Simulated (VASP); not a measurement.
Write the native input for VASP 6.6.1 that does the following.

- Task: single point
- Functional: PBE
- Potentials or basis: VASP PAW PBE potentials, release 64 (In_d, Sb)
- Cutoff: 520 eV
- k mesh: 10 × 10 × 10
- Occupations: gaussian, width 0.1 eV
- Spin: no spin polarisation
- Dipole correction: no
- Further INCAR settings: ALGO = Normal; EDIFF = 1e-06; NBANDS = 22

The structure of InSb3 lies in POSCAR:

```
InSb3
1.0
    0.0000000000      3.8276424395      3.8276424395
    3.8276424395      0.0000000000      3.8276424395
    3.8276424395      3.8276424395      0.0000000000
In Sb
1 3
Direct
    0.0000000000      0.0000000000      0.0000000000
    0.2500000000      0.2500000000      0.2500000000
    0.7500000000      0.7500000000      0.7500000000
    0.5000000000      0.5000000000      0.5000000000
```

This cell differs from its parent crystal: volume scaled by 1.03.

One way to write it, as run:

INCAR

```
ALGO = Normal ; EDIFF = 1E-6
ENCUT = 520 ; GGA = PE
ISIF = 2 ; ISMEAR = 0
LASPH = True ; LCHARG = True
LELF = True ; LREAL = False
LVHAR = True ; LWAVE = False
NBANDS = 22 ; NELM = 100
PREC = Accurate ; SIGMA = 0.1
```

KPOINTS

```
k-points
0
Gamma
  10 10 10
```

Potentials or basis: VASP PAW PBE potentials, release 64 (In_d, Sb).

Run with:

```bash
$ cat potpaw_PBE.64/In_d/POTCAR potpaw_PBE.64/Sb/POTCAR > POTCAR
$ mpirun -np 1 vasp_std > vasp.out
```

Results of the run:

* Pressure: -1.5 GPa
* Band gap on the k mesh: zero (band 14 reaches 8.72 eV, above the bottom of band 15 at 5.36 eV)

Caveat: spin-orbit coupling is left out, which moves the levels of the heavy elements.

It took 46 s on 1 thread of Intel(R) Xeon(R) 6975P-C (Granite Rapids), on a shared host, peak memory 0.29 GiB.
